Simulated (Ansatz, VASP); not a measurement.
# One calculation of C, two programs

The input INCAR:

```
SYSTEM = C
ALGO = Normal
DIPOL = 0.5 0.5 0.352
EDIFF = 1E-6
ENCUT = 520
GGA = PE
IDIPOL = 3
ISIF = 2
ISMEAR = 0
IVDW = 12
LASPH = .TRUE.
LCHARG = .FALSE.
LDIPOL = .TRUE.
LREAL = .FALSE.
LWAVE = .FALSE.
NBANDS = 16
NELM = 60
PREC = Accurate
SIGMA = 0.1
```

KPOINTS

```
k-points
0
G
  15 15 1
  0 0 0
```

The input POSCAR:

```
C
1.0
    2.4657005714      0.0000000000      0.0000000000
   -1.2328502857      2.1353593330      0.0000000000
    0.0000000000      0.0000000000     17.5000000000
C
4
Direct
    0.3333333333      0.6666666667      0.2571428571
    0.6666666667      0.3333333333      0.2571428571
    0.6666666667      1.3333333333      0.4462857143
    1.0000000000      1.0000000000      0.4462857143
```

Input for Ansatz:

```yaml
crystal:
  lattice:
    - [2.4657005714, 0.0, 0.0]
    - [-1.2328502857, 2.135359333, 0.0]
    - [0.0, 0.0, 17.5]
  atoms:
    - { symbol: C, position: [0.3333333333, 0.6666666667, 0.2571428571] }
    - { symbol: C, position: [0.6666666667, 0.3333333333, 0.2571428571] }
    - { symbol: C, position: [0.6666666667, 1.3333333333, 0.4462857143] }
    - { symbol: C, position: [1.0, 1.0, 0.4462857143] }
basis:
  ecutwfc: 420
kpoints:
  mp_grid: { grid: [15, 15, 1] }
hamiltonian:
  xc: pbe
  pseudopotentials: { kind: paw, azcp: { folder: soft_1 } }
  dispersion: d3bj
scf:
  occupations: { method: gaussian, width: 0.1 }
output:
  forces: true
  eigenvalues: true
  write_density: true
  write_potential: true
  elf: true
  volumetric_format: npy
efield:
  axis: 3
  dipole_correction: true
  ramp_width: 0.04
```

Alike in both runs: task single point; functional PBE; dispersion D3(BJ); k mesh 15 × 15 × 1; occupations gaussian, width 0.1 eV; no spin polarisation.

|  | VASP | Ansatz |
| --- | --- | --- |
| version | VASP 6.6.1 | Ansatz 0.2.0 |
| potentials or method | VASP PAW PBE potentials, release 64 (C), cutoff 520 eV | scalar-relativistic, plane waves, PAW |
| valence electrons in the cell | 16 | 16 |

```csv
,VASP,Ansatz,Ansatz less VASP
gap on the k mesh at the Fermi level (eV),none,none,-
rms of the force components (eV/Å),0.011,0.011,-0.0002
```

Atom by atom the forces differ by 0.000 eV/Å (rms over components). A gap of «none» marks a metal or a gap that the smearing closes. Ansatz's warnings: xc potential rough in thin density.
